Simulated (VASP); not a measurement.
# SrMo2 (R3m) in VASP: a series of runs, part 2 of 2

VASP 6.6.1. Earlier steps stand in the parts before.

### Step 4. Relaxation of cell and atoms, PBE

INCAR

```
PREC     = Accurate       # precision mode
ENCUT    = 600            # plane-wave cutoff, eV
EDIFF    = 1E-7           # SCF threshold, eV
ISMEAR   = 0              # smearing method
SIGMA    = 0.1            # smearing width, eV
LREAL    = F              # projectors in reciprocal space
LASPH    = T              # aspherical terms in the spheres
NELM     = 100            # most SCF steps
ALGO     = Normal         # electronic algorithm
ISIF     = 3              # what is computed and relaxed
LWAVE    = F              # write WAVECAR
LCHARG   = F              # write CHGCAR
GGA      = PE             # functional
IBRION   = 2              # ionic algorithm
NSW      = 90             # ionic steps
EDIFFG   = -0.04          # ionic threshold
```

KPOINTS

```
Automatic mesh
0
Gamma
  6 6 6
```

POSCAR

```
SrMo2
1.0
    1.6285594810      0.9402492547      6.3055358059
   -1.6285594810      0.9402492547      6.3055358059
    0.0000000000     -1.8804985094      6.3055358059
Sr Mo
1 2
Direct
    0.0000000000      0.0000000000      0.0000000000
    0.7484000000      0.7484000000      0.7484000000
    0.5849000000      0.5849000000      0.5849000000
```

Potentials or basis: VASP PAW PBE potentials, release 64 (Sr_sv, Mo_sv).

Command:

```console
> cat potpaw_PBE.64/Sr_sv/POTCAR potpaw_PBE.64/Mo_sv/POTCAR > POTCAR
> mpirun -np 1 vasp_std > vasp.out
```

OUTCAR:

```text
PREC = Accurate
   ENCUT = 600
   EDIFF = 1E-7
   ISMEAR = 0
   LREAL = F
   LASPH = T
   NELM = 100
   ISIF = 3
   GGA = PE
   IBRION = 2
   NSW = 90
   EDIFFG = -0.04

 ion  position               nearest neighbor table
   1  0.000  0.000  0.000-   2 2.43   2 2.43   2 2.43   3 2.43   3 2.43   3 2.43   2 4.07   2 4.07
                             2 4.07   3 4.07   3 4.07   3 4.07
   2  0.748  0.748  0.748-   1 2.43   1 2.43   1 2.43   3 3.09   1 4.07   1 4.07   1 4.07
   3  0.585  0.585  0.585-   1 2.43   1 2.43   1 2.43   2 3.09   1 4.07   1 4.07   1 4.07

  LATTYP: Found a trigonal (rhomboedric) cell.
 ALAT       =     6.5799738938
 COS(alpha) =     0.8774851014

  Lattice vectors:

 A1 = (   1.6285594810,   0.9402492547,   6.3055358059)
 A2 = (  -1.6285594810,   0.9402492547,   6.3055358059)
 A3 = (   0.0000000000,  -1.8804985094,   6.3055358059)

Analysis of symmetry for initial positions (statically):
=====================================================================
 Subroutine PRICEL returns:
 Original cell was already a primitive cell.

 Routine SETGRP: Setting up the symmetry group for a
 trigonal (rhombohedral) supercell.

 Subroutine GETGRP returns: Found  6 space group operations
 (whereof  6 operations were pure point group operations)
 out of a pool of 12 trial point group operations.

The static configuration has the point symmetry C_3v.

Analysis of symmetry for dynamics (positions and initial velocities):
=====================================================================
 Subroutine PRICEL returns:
 Original cell was already a primitive cell.

 Routine SETGRP: Setting up the symmetry group for a
 trigonal (rhombohedral) supercell.

 Subroutine GETGRP returns: Found  6 space group operations
 (whereof  6 operations were pure point group operations)
 out of a pool of 12 trial point group operations.

The dynamic configuration has the point symmetry C_3v.

 Subroutine INISYM returns: Found  6 space group operations
 (whereof  6 operations are pure point group operations),
 and found     1 'primitive' translations

[... 137 lines left out ...]

 number of electron      38.0000000 magnetization

 Free energy of the ion-electron system (eV)
  ---------------------------------------------------
  ext. energy  EPLUGINS =         0.00000000
  ---------------------------------------------------
  free energy    TOTEN  =       -12.12624354 eV

  energy without entropy =      -12.09977941  energy(sigma->0) =      -12.11301147

------------------------ aborting loop because EDIFF is reached ----------------------------------------

  FORCE on cell =-STRESS in cart. coord.  units (eV):
  Direction    XX          YY          ZZ          XY          YZ          ZX
  --------------------------------------------------------------------------------------
  -------------------------------------------------------------------------------------
  Total        9.1930165      9.1930165     10.0319912      0.0000000      0.0000000      0.0000000
  in kB      254.2428528    254.2428528    277.4456090      0.0000000      0.0000000      0.0000000
  external PRESSURE =     261.9771049 kB  Pullay stress =       0.0000000 kB
[... 24 lines left out ...]
--------------------------------------- Ionic step        2  -------------------------------------------

 number of electron      38.0000001 magnetization

 E-fermi :   4.0644     XC(G=0):  -9.8014

 val. band max:        4.0519388720   @ k =   0.5000   0.5000   0.1667
 cond. band min:       4.0651499248   @ k =   0.3333   0.3333   0.1667
 fundamental gap:      0.0132110528
 Fermi energy:         4.0644401054

 k-point     1 :       0.0000    0.0000    0.0000
  band No.  band energies     occupation
      1     -56.7744      2.00000
      2     -56.7642      2.00000
      3     -30.8801      2.00000
      4     -30.8129      2.00000
      5     -30.8129      2.00000
      6     -30.8012      2.00000
[... 682 lines left out ...]
  FREE ENERGIE OF THE ION-ELECTRON SYSTEM (eV)
  ---------------------------------------------------
  free  energy   TOTEN  =       -14.5639470193 eV

  energy  without entropy=      -14.5243215884  energy(sigma->0) =      -14.54413430

[... ionic steps 4 to 14 ...]

--------------------------------------- Ionic step       15  -------------------------------------------

 number of electron      38.0000000 magnetization

------------------------ aborting loop because EDIFF is reached ----------------------------------------
[... 69 lines left out ...]
--------------------------------------- Ionic step       17  -------------------------------------------

 number of electron      38.0000000 magnetization

 Free energy of the ion-electron system (eV)
  ---------------------------------------------------
  ext. energy  EPLUGINS =         0.00000000
  ---------------------------------------------------
  free energy    TOTEN  =       -20.83627666 eV

  energy without entropy =      -20.81713364  energy(sigma->0) =      -20.82670515

 E-fermi :   6.7424     XC(G=0): -10.7543

 val. band max:        6.7263440918   @ k =   0.3333   0.1667   0.1667
 cond. band min:       6.7499935952   @ k =  -0.3333   0.3333   0.1667
 fundamental gap:      0.0236495034
 Fermi energy:         6.7424487514

 k-point     1 :       0.0000    0.0000    0.0000
  band No.  band energies     occupation
      1     -54.1818      2.00000
      2     -53.7039      2.00000
      3     -28.9597      2.00000
      4     -28.5407      2.00000
      5     -28.3084      2.00000
      6     -28.3084      2.00000
[... 645 lines left out ...]
  FREE ENERGIE OF THE ION-ELECTRON SYSTEM (eV)
  ---------------------------------------------------
  free  energy   TOTEN  =       -20.8362766639 eV

  energy  without entropy=      -20.8171336369  energy(sigma->0) =      -20.82670515

 reached required accuracy - stopping structural energy minimisation
```

OSZICAR:

```text
N       E                     dE             d eps       ncg     rms          rms(c)
DAV:   1     0.450599093221E+03    0.45060E+03   -0.25854E+04  1472   0.189E+03
DAV:   2     0.998208951951E+00   -0.44960E+03   -0.44503E+03  1661   0.513E+02
DAV:   3    -0.162802511551E+02   -0.17278E+02   -0.16894E+02  2038   0.875E+01
[... 242 lines left out ...]
DAV:   5    -0.208362731197E+02    0.30616E-06   -0.15381E-05  2074   0.267E-02    0.143E-02
DAV:   6    -0.208362751931E+02   -0.20734E-05   -0.24728E-06  2566   0.936E-03    0.706E-03
DAV:   7    -0.208362763418E+02   -0.11487E-05   -0.10158E-06  2278   0.717E-03    0.218E-03
DAV:   8    -0.208362766836E+02   -0.34177E-06   -0.90209E-08   885   0.269E-03    0.496E-04
DAV:   9    -0.208362766639E+02    0.19640E-07   -0.17517E-08   764   0.909E-04
  17 F= -.20836277E+02 E0= -.20826705E+02  d E =-.114149E-03
```

CONTCAR:

```text
SrMo2
   1.00000000000000
     1.6735847191300661    0.9662445880622488    7.2963909747042965
    -1.6735847191300661    0.9662445880622488    7.2963909747042965
     0.0000000000000000   -1.9324891761244976    7.2963909747042965
  Sr              Mo
     1     2
Direct
     0.0005399499310126    0.0005399499310126    0.0005399499310126
     0.7976522322458539    0.7976522322458539    0.7976522322458539
     0.5351078178231274    0.5351078178231274    0.5351078178231274

  0.00000000E+00  0.00000000E+00  0.00000000E+00
  0.00000000E+00  0.00000000E+00  0.00000000E+00
  0.00000000E+00  0.00000000E+00  0.00000000E+00
```

Run time: 42 min. Hardware: 1 thread of AMD EPYC 7R13 (Zen 3), shared host; peak memory 0.44 GiB.

Results:

| Item | Value |
| --- | --- |
| Free energy | -20.8363 eV |
| Relaxed volume | 23.60 Å³/atom |
| Relaxed cell | a = 7.548 Å, b = 7.548 Å, c = 7.548 Å, α = 25.62°, β = 25.62°, γ = 25.62° |
| Space group after relaxing (to 0.1 Å) | R3m (No. 160) |
| Energy gained by relaxing | 2903.3 meV/atom |
| Ionic steps | 17 |
| Pressure after relaxing | 0.0 GPa |
| Largest force after relaxing | 0.034 eV/Å |
| Band gap on the k mesh | zero (bands 19 and 20 overlap by 0.87 eV) |

Forces on the atoms (eV/Å):
```
Sr   0.000  0.000 -0.034
Mo   0.000  0.000  0.024
Mo   0.000  0.000  0.010
```

The path:
```
step  energy change (eV)  largest force (eV/Å)  pressure (GPa)  volume (Å³)
   1              0.0000                5.8935           26.20        57.93
   2             -2.3670                2.8793          -10.61        88.64
   3             -2.4377                3.1339           -7.97        80.59
   4             -4.5708                4.1607          -10.52        74.54
   5             -8.2975                0.2425            7.81        60.79
   6             -8.2709                1.8282           -0.13        62.56
   7             -8.3234                0.9280            4.39        61.48
   8             -8.5255                1.7984            8.99        66.15
   9             -8.5312                0.6677            7.86        65.07
  10             -8.6587                0.0771           -3.31        75.35
  11             -8.6982                0.1603           -0.39        71.77
  12             -8.6982                0.1647           -0.26        71.63
  13             -8.7053                0.1511           -0.06        71.27
  14             -8.7095                0.1323            0.28        70.70
  15             -8.7089                0.1986           -0.57        71.04
  16             -8.7099                0.0427           -0.05        70.83
  17             -8.7100                0.0345           -0.02        70.79
```

Final structure:
```yaml
crystal:
  lattice:
    - [1.67358, 0.96624, 7.29639]
    - [-1.67358, 0.96624, 7.29639]
    - [0.00000, -1.93249, 7.29639]
  atoms:
    - { symbol: Sr, position: [0.00054, 0.00054, 0.00054] }
    - { symbol: Mo, position: [0.79765, 0.79765, 0.79765] }
    - { symbol: Mo, position: [0.53511, 0.53511, 0.53511] }
```

Caveat: the k points lie up to 0.36 Å⁻¹ apart in the final cell, too coarse for converged energies and pressures of a metal; the volume moved by over 15 % at a fixed basis, so the end points are rough.

### Step 5. Overview

| task | cell | cutoff (eV) | gap on the mesh (eV) | pressure (GPa) | largest force (eV/Å) |
| --- | --- | --- | --- | --- | --- |
| single point | a = 6.580 Å, angles 28.7°, 3 atoms, atomic positions A | 520 | none | 26.2 | 5.89 |
| single point | a = 7.537 Å, angles 25.6°, 3 atoms, atomic positions B | 520 | none | 0.4 | 0.07 |
| relaxation of cell and atoms | relaxed from a = 6.580 Å, angles 28.7°, 3 atoms, atomic positions A | 600 | none | 0.0 | 0.03 |

Alike in all rows: level PBE; potentials or basis VASP PAW PBE potentials, release 64 (Sr_sv, Mo_sv); no spin polarisation; k mesh 6 × 6 × 6; smearing gaussian 0.1 eV.

Caveats: all runs use coarse meshes; forces of over 1 eV/Å act on the atoms, so gaps and moduli don't describe the material at rest (at least some runs); the volume moved by over 15 % at a fixed basis, so the end points are rough (at least some runs).

Total energies depend on the potentials used, so only differences within one code and one set of settings carry meaning.

The gap in the log of VASP goes by the Fermi energy; the results here count the filled bands.